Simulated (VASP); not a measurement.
Runs of VASP 6.6.1 on Be. The structure is that of space group Im-3m (No. 229), or close to it. The cells are those of the table. 

| cell | k mesh | gap on the mesh (eV) | pressure (GPa) |
| --- | --- | --- | --- |
| a = 2.133 Å, angles 109.5°, 1 atom | 29 × 29 × 29 | none | 0.4 |
| a = 2.161 Å, angles 109.5°, 1 atom | 20 × 20 × 20 | none | -4.6 |
| a = 2.133 Å, angles 109.5°, 1 atom | 17 × 17 × 17 | none | 0.4 |
| a = 2.133 Å, angles 109.5°, 1 atom | 20 × 20 × 20 | none | 0.3 |
| a = 2.104 Å, angles 109.5°, 1 atom | 20 × 20 × 20 | none | (a) |

Alike in all rows: task single point; level LDA; potentials or basis VASP PAW LDA potentials, release 64 (Be); no spin polarisation; cutoff (eV) 520; smearing fermi-dirac 0.1 eV.

Q: Fill in the values left out.

A: (a) 6.2.

A gap of «none» marks levels without a gap at the run's occupations.
